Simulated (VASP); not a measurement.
# Mg8HO8 (a cell with a defect): single point with PBE

System: Mg8HO8 (a cell with a defect).

```
Mg O H
1.0
     0.00000    4.23700    4.23700
     4.23700    0.00000    4.23700
     4.23700    4.23700    0.00000
Mg O H
8 8 1
Direct
  0.01133 0.01716 0.99046
  0.04529 0.97257 0.49941
  0.02014 0.49227 0.99005
  0.01244 0.52334 0.50635
  0.50138 0.99609 0.99015
  0.51027 0.00057 0.50021
  0.49034 0.50055 0.98644
  0.47855 0.52287 0.48740
  0.28565 0.22445 0.23887
  0.28946 0.21889 0.73579
  0.24534 0.75889 0.23316
  0.25238 0.73102 0.75880
  0.76767 0.25775 0.25768
  0.75607 0.25135 0.74875
  0.73738 0.76200 0.25870
  0.74884 0.75430 0.75175
  0.78720 0.28139 0.56704
```

```
Program                : VASP 6.6.1
Task                   : single point
Functional             : PBE
Potentials or basis    : VASP PAW PBE potentials, release 64 (Mg, O, H)
Cutoff                 : 520 eV
k mesh                 : 2 × 2 × 2
Occupations            : fermi-dirac, width 0.02 eV
Spin                   : no spin polarisation
Dipole correction      : no
Charge                 : 1
Further INCAR settings : ALGO = Normal; EDIFF = 1e-06; NBANDS = 46; NELECT = 64.0
```

```
Largest force : 2.800 eV/Å
```

Forces in eV/Å, atoms in the order of the input:
```
Mg  -0.022  0.804 -1.347
Mg  -0.924 -1.128 -0.118
Mg   1.431  0.250 -1.002
Mg  -0.979 -1.230 -0.193
Mg  -0.149  1.332 -0.434
Mg  -1.251 -0.039  0.582
Mg   1.266  1.116  0.418
Mg  -0.829 -0.815  0.764
O    1.238 -0.753 -0.165
O    2.260 -1.638  0.215
O    0.044  1.035 -0.188
O   -0.008 -0.568  0.474
O   -0.152 -0.004 -0.071
O    1.125  1.697 -0.223
O   -0.884  0.642  0.131
O   -0.805  0.826  0.188
H   -1.361 -1.529  0.968
```

Levels at points of the mesh, in eV from the Fermi level:
| k point | band 28 | band 29 | band 30 | band 31 | band 32 | band 33 | band 34 | band 35 | band 36 | band 37 |
| --- | --- | --- | --- | --- | --- | --- | --- | --- | --- | --- |
| (0.00, 0.00, 0.00) | -1.21 | -1.12 | -0.77 | -0.62 | -0.45 | 3.24 | 5.78 | 6.65 | 6.74 | 7.04 |
| (0.50, 0.00, 0.00) | -1.38 | -1.33 | -1.20 | -0.89 | -0.69 | 5.06 | 5.83 | 7.63 | 7.99 | 8.19 |
| (0.00, 0.50, 0.00) | -1.59 | -1.43 | -1.04 | -0.82 | -0.81 | 5.00 | 5.99 | 7.42 | 7.82 | 8.33 |
| (0.00, 0.00, 0.50) | -1.54 | -1.48 | -1.27 | -0.74 | -0.51 | 5.39 | 6.00 | 7.30 | 8.01 | 8.33 |
| (0.50, 0.50, 0.50) | -1.73 | -1.18 | -1.11 | -0.97 | -0.63 | 5.40 | 5.75 | 7.53 | 8.05 | 8.28 |
| (0.50, 0.50, 0.00) | -1.66 | -1.53 | -1.27 | -0.93 | -0.69 | 5.74 | 6.59 | 7.54 | 7.89 | 8.09 |
| (0.00, 0.50, 0.50) | -1.61 | -1.53 | -1.16 | -1.07 | -0.96 | 6.15 | 6.59 | 7.69 | 7.89 | 8.24 |
| (0.50, 0.00, 0.50) | -1.57 | -1.46 | -1.37 | -1.07 | -0.78 | 6.15 | 6.55 | 7.76 | 7.98 | 8.22 |

Run time: 82 s on 1 thread of Intel(R) Xeon(R) Platinum 8488C (Sapphire Rapids), on a shared host, peak memory 0.33 GiB.

Caveat: the k points lie up to 0.64 Å⁻¹ apart; the cell carries a net charge on a neutralising background, which shifts energy and pressure; the cell is charged against a uniform background, so pressure and absolute levels hang on convention.
